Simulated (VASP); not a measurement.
# GaP (F-43m) in VASP: notebook, part 2 of 2

VASP 6.6.1. Earlier steps stand in the parts before.

**4. Vibrations by perturbation theory, LDA**

This run uses another cell than the first one, of 18.32 Å³/atom, 1.061 times its volume.

INCAR reads:

```
ALGO     = Normal         # electronic algorithm
EDIFF    = 1E-8           # SCF threshold, eV
ENCUT    = 520            # plane-wave cutoff, eV
IBRION   = 8              # ionic algorithm
ISIF     = 2              # what is computed and relaxed
ISMEAR   = 0              # smearing method
LASPH    = True           # aspherical terms in the spheres
LCHARG   = False          # write CHGCAR
LREAL    = False          # projectors in reciprocal space
LWAVE    = False          # write WAVECAR
NBANDS   = 16             # bands
NELM     = 100            # most SCF steps
NSW      = 1              # ionic steps
PREC     = Accurate       # precision mode
SIGMA    = 0.01           # smearing width, eV
```

KPOINTS reads:

```
k-points
0
Gamma
  8 8 8
```

POSCAR reads:

```
GaP
1.0
    2.6361962605      2.6361962605      0.0000000000
   -2.6361962605      2.6361962605      0.0000000000
    0.0000000000      2.6361962605      2.6361962605
Ga P
1 1
Direct
    0.0000000000      0.0000000000      0.0000000000
    0.7500000000      0.2500000000      0.5000000000
```

Potentials or basis: VASP PAW LDA potentials, release 64 (Ga_d, P).

On the command line:

```
> cat potpaw_LDA.64/Ga_d/POTCAR potpaw_LDA.64/P/POTCAR > POTCAR
> mpirun -np 1 vasp_std > vasp.out
```

OUTCAR:

```text
EDIFF = 1E-8
   ENCUT = 520
   IBRION = 8
   ISIF = 2
   ISMEAR = 0
   LASPH = True
   LREAL = False
   NELM = 100
   NSW = 1
   PREC = Accurate

 ion  position               nearest neighbor table
   1  0.000  0.000  0.000-   2 2.28   2 2.28   2 2.28   2 2.28
   2  0.750  0.250  0.500-   1 2.28   1 2.28   1 2.28   1 2.28

  LATTYP: Found a face centered cubic cell.
 ALAT       =     5.2723925210

  Lattice vectors:

 A1 = (   0.0000000000,   2.6361962605,   2.6361962605)
[... 710 lines left out ...]
               1X          1Y          1Z          2X          2Y          2Z
  1X   -12.320322    0.000000    0.000000   12.320322    0.000000    0.000000
  1Y     0.000000  -12.320322    0.000000    0.000000   12.320322    0.000000
  1Z     0.000000    0.000000  -12.320322    0.000000    0.000000   12.320322
  2X    12.346433    0.000000    0.000000  -12.346433    0.000000    0.000000
  2Y     0.000000   12.346433    0.000000    0.000000  -12.346433    0.000000
  2Z     0.000000    0.000000   12.346433    0.000000    0.000000  -12.346433

 Eigenvectors and eigenvalues of the dynamical matrix
 ----------------------------------------------------

   1 f  =   11.857737 THz    74.504358 2PiTHz  395.531527 cm-1    49.039637 meV
             X         Y         Z           dx          dy          dz
      0.000000  0.000000  0.000000    -0.554207    0.000000    0.000000
      1.318098  3.954294  1.318098     0.832379    0.000000    0.000000
[... 21 lines left out ...]
   6 f/i=    0.005790 THz     0.036381 2PiTHz    0.193141 cm-1     0.023946 meV
             X         Y         Z           dx          dy          dz
      0.000000  0.000000  0.000000     0.000000    0.000000    0.832379
      1.318098  3.954294  1.318098     0.000000    0.000000    0.554207

--------------------------------------------------------------------------------------------------------

 ELASTIC MODULI CONTR FROM IONIC RELAXATION (kBar)
 Direction    XX          YY          ZZ          XY          YZ          ZX
 --------------------------------------------------------------------------------
 XX           0.0000      0.0000      0.0000      0.0000      0.0000      0.0000
 YY           0.0000      0.0000      0.0000      0.0000      0.0000      0.0000
 ZZ           0.0000      0.0000      0.0000      0.0000      0.0000      0.0000
 XY           0.0000      0.0000      0.0000   -410.7798     -0.0000      0.0000
 YZ           0.0000      0.0000      0.0000     -0.0000   -410.7798      0.0000
 ZX           0.0000      0.0000      0.0000      0.0000      0.0000   -410.7798
 --------------------------------------------------------------------------------
```

OSZICAR:

```text
N       E                     dE             d eps       ncg     rms          rms(c)
DAV:   1     0.807464929877E+02    0.80746E+02   -0.90169E+03   960   0.170E+03
DAV:   2    -0.450790664988E+01   -0.85254E+02   -0.80510E+02  1080   0.315E+02
DAV:   3    -0.106619080056E+02   -0.61540E+01   -0.61325E+01  1152   0.656E+01
DAV:   4    -0.107635091604E+02   -0.10160E+00   -0.10154E+00  1160   0.900E+00
[... 43 lines left out ...]
RMM:   7    -0.478362251178E-01    0.17458E-05    0.14833E-06  6330   0.265E-03    0.258E-04
RMM:   8    -0.478350440282E-01    0.11811E-05    0.48514E-08  6221   0.888E-04    0.113E-04
RMM:   9    -0.478348916737E-01    0.15235E-06    0.37213E-08  6422   0.307E-04    0.131E-05
RMM:  10    -0.478348692674E-01    0.22406E-07    0.11634E-08  6340   0.106E-04    0.361E-06
RMM:  11    -0.478348720990E-01   -0.28316E-08    0.19528E-08  6236   0.370E-05    0.193E-06
 Linear response finished
```

Wall time 2.4 min (1 thread of Intel Xeon Platinum 8375C at 2.90GHz (Ice Lake), shared host); peak memory 0.25 GiB.

What came out:

```yaml
Highest_phonon_frequency_at_Γ_LO-TO_splitting_left_out: 396 cm⁻¹
```

Phonon frequencies in cm⁻¹ (negative: imaginary):
| q point | frequencies |
| --- | --- |
| (0.000, 0.000, 0.000) | 0 0 0 396 396 396 |

Caveat: the cell wasn't relaxed at this level first, which shifts response properties.

**5. Vibrations by perturbation theory, LDA**

This run uses another cell than the first one, of 18.81 Å³/atom, 1.089 times its volume.

INCAR reads:

```
SYSTEM = GaP
  PREC = Accurate
  ENCUT = 520
  EDIFF = 1E-8
  ISMEAR = 0
  SIGMA = 0.01
  LREAL = .FALSE.
  LASPH = .TRUE.
  NELM = 100
  ALGO = Normal
  ISIF = 2
  LWAVE = .FALSE.
  LCHARG = .TRUE.
  IBRION = 8
  NSW = 1
```

KPOINTS reads:

```
Automatic mesh
0
G
  8 8 8
  0 0 0
```

POSCAR reads:

```
GaP
1.0
    2.6594933690      2.6594933690      0.0000000000
   -2.6594933690      2.6594933690      0.0000000000
    0.0000000000      2.6594933690      2.6594933690
Ga P
1 1
Direct
    0.0000000000      0.0000000000      0.0000000000
    0.7500000000      0.2500000000      0.5000000000
```

Potentials or basis: VASP PAW LDA potentials, release 64 (Ga_d, P).

On the command line:

```
> cat potpaw_LDA.64/Ga_d/POTCAR potpaw_LDA.64/P/POTCAR > POTCAR
> mpirun -np 1 vasp_std > vasp.out
```

OUTCAR:

```text
SYSTEM = GaP
   PREC = Accurate
   ENCUT = 520
   EDIFF = 1E-8
   ISMEAR = 0
   LREAL = .FALSE.
   LASPH = .TRUE.
   NELM = 100
   ISIF = 2
   IBRION = 8
   NSW = 1

 ion  position               nearest neighbor table
   1  0.000  0.000  0.000-   2 2.30   2 2.30   2 2.30   2 2.30
   2  0.750  0.250  0.500-   1 2.30   1 2.30   1 2.30   1 2.30

  LATTYP: Found a face centered cubic cell.
 ALAT       =     5.3189867380

  Lattice vectors:

[... 638 lines left out ...]
 ------------------------------------
               1X          1Y          1Z          2X          2Y          2Z
  1X   -11.549979    0.000000    0.000000   11.549979    0.000000    0.000000
  1Y     0.000000  -11.549979    0.000000    0.000000   11.549979    0.000000
  1Z     0.000000    0.000000  -11.549979    0.000000    0.000000   11.549979
  2X    11.583092    0.000000    0.000000  -11.583092    0.000000    0.000000
  2Y     0.000000   11.583092    0.000000    0.000000  -11.583092    0.000000
  2Z     0.000000    0.000000   11.583092    0.000000    0.000000  -11.583092

 Eigenvectors and eigenvalues of the dynamical matrix
 ----------------------------------------------------

   1 f  =   11.484012 THz    72.156175 2PiTHz  383.065404 cm-1    47.494036 meV
             X         Y         Z           dx          dy          dz
      0.000000  0.000000  0.000000    -0.554064   -0.000000    0.000000
      1.329747  3.989240  1.329747     0.832474    0.000000    0.000000
[... 21 lines left out ...]
   6 f/i=    0.007582 THz     0.047640 2PiTHz    0.252912 cm-1     0.031357 meV
             X         Y         Z           dx          dy          dz
      0.000000  0.000000  0.000000    -0.072469   -0.237765   -0.794499
      1.329747  3.989240  1.329747    -0.048233   -0.158248   -0.528789

--------------------------------------------------------------------------------------------------------

 ELASTIC MODULI CONTR FROM IONIC RELAXATION (kBar)
 Direction    XX          YY          ZZ          XY          YZ          ZX
 --------------------------------------------------------------------------------
 XX          -0.0000     -0.0000     -0.0000      0.0000      0.0000     -0.0000
 YY          -0.0000     -0.0000     -0.0000      0.0000      0.0000      0.0000
 ZZ          -0.0000     -0.0000     -0.0000     -0.0000      0.0000     -0.0000
 XY           0.0000      0.0000     -0.0000   -333.5726      0.0000     -0.0000
 YZ           0.0000      0.0000      0.0000      0.0000   -333.5726      0.0000
 ZX          -0.0000      0.0000     -0.0000      0.0000      0.0000   -333.5726
 --------------------------------------------------------------------------------
```

Wall time 1.9 min (1 thread of Intel Xeon Platinum 8375C at 2.90GHz (Ice Lake), shared host); peak memory 0.24 GiB.

What came out:

| Property | Result |
| --- | --- |
| Highest phonon frequency at Γ, LO-TO splitting left out | 383 cm⁻¹ |

Phonon frequencies in cm⁻¹ (negative: imaginary):
| q point | frequencies |
| --- | --- |
| (0.000, 0.000, 0.000) | 0 0 0 383 383 383 |

Caveat: the cell wasn't relaxed at this level first, which shifts response properties.

**6. Vibrations by perturbation theory, LDA**

This run uses another cell than the first one, of 19.17 Å³/atom, 1.110 times its volume.

INCAR reads:

```
PREC = Accurate
ENCUT = 520
EDIFF = 1E-8
ISMEAR = 0
SIGMA = 0.01
LREAL = False
LASPH = True
NELM = 80
ALGO = Normal
ISIF = 2
LWAVE = False
LCHARG = False
NBANDS = 16
IBRION = 8
NSW = 1
```

KPOINTS reads:

```
Automatic mesh
0
Gamma
  8 8 8
```

POSCAR reads:

```
GaP
1.0
    2.6765067596      2.6765067596      0.0000000000
   -2.6765067596      2.6765067596      0.0000000000
    0.0000000000      2.6765067596      2.6765067596
Ga P
1 1
Direct
    0.0000000000      0.0000000000      0.0000000000
    0.7500000000      0.2500000000      0.5000000000
```

Potentials or basis: VASP PAW LDA potentials, release 64 (Ga_d, P).

On the command line:

```
> cat potpaw_LDA.64/Ga_d/POTCAR potpaw_LDA.64/P/POTCAR > POTCAR
> mpirun -np 1 vasp_std > vasp.out
```

OUTCAR:

```text
PREC = Accurate
   ENCUT = 520
   EDIFF = 1E-8
   ISMEAR = 0
   LREAL = False
   LASPH = True
   NELM = 80
   ISIF = 2
   IBRION = 8
   NSW = 1

 ion  position               nearest neighbor table
   1  0.000  0.000  0.000-   2 2.32   2 2.32   2 2.32   2 2.32
   2  0.750  0.250  0.500-   1 2.32   1 2.32   1 2.32   1 2.32

  LATTYP: Found a face centered cubic cell.
 ALAT       =     5.3530135192

  Lattice vectors:

 A1 = (   0.0000000000,   2.6765067596,   2.6765067596)
 A2 = (   2.6765067596,   0.0000000000,   2.6765067596)
 A3 = (   2.6765067596,   2.6765067596,   0.0000000000)

Analysis of symmetry for initial positions (statically):
=====================================================================
 Subroutine PRICEL returns:
 Original cell was already a primitive cell.

 Routine SETGRP: Setting up the symmetry group for a
 face centered cubic supercell.

 Subroutine GETGRP returns: Found 24 space group operations
 (whereof 24 operations were pure point group operations)
[... 681 lines left out ...]

 INTERNAL STRAIN TENSOR  FOR ION    2  DIRECTION 1   (eV/Angst):
 -----------------------------------------------------------------------------
     0.01511  0.00000  0.00000
     0.00000 -0.01085  8.69833
     0.00000  8.69833 -0.01085

 INTERNAL STRAIN TENSOR FOR ION    2 for displacements in x,y,z  (eV/Angst):
          X           Y           Z          XY          YZ          ZX
  --------------------------------------------------------------------------------
  x     0.00000     0.00000     0.00000     0.00000     8.69833     0.00000
  y     0.00000     0.00000     0.00000     0.00000     0.00000     8.69833
  z     0.00000     0.00000     0.00000     8.69833     0.00000     0.00000

 SECOND DERIVATIVES (NOT SYMMETRIZED)
 ------------------------------------
               1X          1Y          1Z          2X          2Y          2Z
  1X   -11.028960   -0.000000    0.000000   11.028960    0.000000   -0.000000
  1Y     0.000000  -11.028960   -0.000000   -0.000000   11.028960    0.000000
  1Z     0.000000   -0.000000  -11.028960   -0.000000    0.000000   11.028960
  2X    11.057252    0.000000   -0.000000  -11.057252   -0.000000    0.000000
  2Y    -0.000000   11.057252    0.000000    0.000000  -11.057252   -0.000000
  2Z    -0.000000    0.000000   11.057252    0.000000   -0.000000  -11.057252

 Eigenvectors and eigenvalues of the dynamical matrix
 ----------------------------------------------------

   1 f  =   11.220831 THz    70.502560 2PiTHz  374.286632 cm-1    46.405607 meV
             X         Y         Z           dx          dy          dz
      0.000000  0.000000  0.000000     0.554122    0.000000   -0.000000
      1.338253  4.014760  1.338253    -0.832436   -0.000000    0.000000
[... 21 lines left out ...]
   6 f/i=    0.006630 THz     0.041657 2PiTHz    0.221153 cm-1     0.027419 meV
             X         Y         Z           dx          dy          dz
      0.000000  0.000000  0.000000     0.000000   -0.000000   -0.832436
      1.338253  4.014760  1.338253    -0.000000    0.000000   -0.554122

--------------------------------------------------------------------------------------------------------

 ELASTIC MODULI CONTR FROM IONIC RELAXATION (kBar)
 Direction    XX          YY          ZZ          XY          YZ          ZX
 --------------------------------------------------------------------------------
 XX          -0.0000      0.0000      0.0000      0.0000     -0.0000      0.0000
 YY           0.0000     -0.0000      0.0000     -0.0000      0.0000     -0.0000
 ZZ           0.0000      0.0000     -0.0000     -0.0000      0.0000      0.0000
 XY           0.0000     -0.0000     -0.0000   -283.8193      0.0000      0.0000
 YZ          -0.0000      0.0000      0.0000      0.0000   -283.8193      0.0000
 ZX           0.0000     -0.0000      0.0000      0.0000      0.0000   -283.8193
 --------------------------------------------------------------------------------
```

OSZICAR:

```text
N       E                     dE             d eps       ncg     rms          rms(c)
DAV:   1     0.806960593267E+02    0.80696E+02   -0.89468E+03   968   0.169E+03
DAV:   2    -0.453524173858E+01   -0.85231E+02   -0.81099E+02  1088   0.312E+02
[... 41 lines left out ...]
RMM:   5    -0.477419667353E-01   -0.56820E-05   -0.40796E-05  6446   0.204E-02    0.675E-03
RMM:   6    -0.477243633824E-01    0.17603E-04   -0.42541E-06  6078   0.694E-03    0.420E-03
RMM:   7    -0.477227861262E-01    0.15773E-05    0.13132E-06  6371   0.265E-03    0.310E-04
RMM:   8    -0.477213068422E-01    0.14793E-05    0.13170E-07  6197   0.889E-04    0.124E-04
RMM:   9    -0.477211143426E-01    0.19250E-06    0.23444E-08  6498   0.285E-04    0.161E-05
RMM:  10    -0.477211375000E-01   -0.23157E-07   -0.26659E-09  6273   0.101E-04    0.505E-06
RMM:  11    -0.477211351543E-01    0.23457E-08   -0.33825E-10  6382   0.400E-05    0.226E-06
 Linear response finished
```

It took 2.2 min on 1 thread of Intel Xeon Platinum 8375C at 2.90GHz (Ice Lake), shared host; peak memory 0.26 GiB.

Results:

```
Highest phonon frequency at Γ, LO-TO splitting left out : 374 cm⁻¹
```

Phonon frequencies in cm⁻¹ (negative: imaginary):
| q point | frequencies |
| --- | --- |
| (0.000, 0.000, 0.000) | 0 0 0 374 374 374 |

Caveat: the cell wasn't relaxed at this level first, which shifts response properties.
